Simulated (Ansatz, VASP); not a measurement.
# Two plane-wave programs on CsLi26F27

```xyz
54
Lattice="0.0000 6.0420 6.0420 6.0420 0.0000 6.0420 6.0420 6.0420 0.0000" Properties=species:S:1:pos:R:3 pbc="T T T"
Cs    0.0000    0.0000    0.0000
Li    2.0867    2.0867    0.0000
Li    3.9553    3.9553    0.0000
Li    2.0867    0.0000    2.0867
Li    4.0402    2.0018    2.0018
Li    6.0420    3.9553    2.0867
Li    3.9553    0.0000    3.9553
Li    6.0420    2.0867    3.9553
Li    8.0438    4.0402    4.0402
Li    0.0000    2.0867    2.0867
Li    2.0018    4.0402    2.0018
Li    3.9553    6.0420    2.0867
Li    2.0018    2.0018    4.0402
Li    4.0402    4.0402    4.0402
Li    6.0420    6.0420    4.1426
Li    3.9553    2.0867    6.0420
Li    6.0420    4.1426    6.0420
Li    7.9414    6.0420    6.0420
Li    0.0000    3.9553    3.9553
Li    2.0867    6.0420    3.9553
Li    4.0402    8.0438    4.0402
Li    2.0867    3.9553    6.0420
Li    4.1426    6.0420    6.0420
Li    6.0420    7.9414    6.0420
Li    4.0402    4.0402    8.0438
Li    6.0420    6.0420    7.9414
Li    8.0438    8.0438    8.0438
F     2.0074    2.0074    2.0074
F     4.0346    4.0346    2.0074
F     6.0420    6.0420    2.4292
F     4.0346    2.0074    4.0346
F     6.0420    4.0242    4.0242
F     8.0598    6.0420    4.0242
F     6.0420    2.4292    6.0420
F     8.0598    4.0242    6.0420
F     9.6548    6.0420    6.0420
F     2.0074    4.0346    4.0346
F     4.0242    6.0420    4.0242
F     6.0420    8.0598    4.0242
F     4.0242    4.0242    6.0420
F     6.0420    6.0420    6.0420
F     8.0598    8.0598    6.0420
F     6.0420    4.0242    8.0598
F     8.0598    6.0420    8.0598
F    10.0766    8.0494    8.0494
F     2.4292    6.0420    6.0420
F     4.0242    8.0598    6.0420
F     6.0420    9.6548    6.0420
F     4.0242    6.0420    8.0598
F     6.0420    8.0598    8.0598
F     8.0494   10.0766    8.0494
F     6.0420    6.0420    9.6548
F     8.0494    8.0494   10.0766
F    10.0766   10.0766   10.0766
```

Alike in both runs: functional PBE; k mesh 3 × 3 × 3; occupations fermi-dirac, width 0.01 eV; no spin polarisation.

Ansatz relaxed the structure, and its values are those at the end. VASP's run is a single point on that final structure, the one shown.

```csv
,VASP,Ansatz
version,VASP 6.6.1,Ansatz 0.2.0
potentials or method,"VASP PAW PBE potentials, release 64 (Cs_sv, Li_sv, F)","plane-wave PAW, scalar-relativistic"
plane-wave cutoff (eV),520,420
valence electrons in the cell,276,276
```

Ansatz gave:

| Property | Result |
| --- | --- |
| gap on the k mesh at the Fermi level (eV) | 8.01 |
| rms of the force components (eV/Å) | 0.011 |

**Question.** What did VASP give for the same quantities?

**Answer.** gap on the k mesh at the Fermi level (eV): 8.01; rms of the force components (eV/Å): 0.014.

Ansatz's warnings: stress scf threshold loose.

Spin-orbit coupling is off throughout. Noted on VASP's run: the cutoff is short for stress, so the pressure is rough.
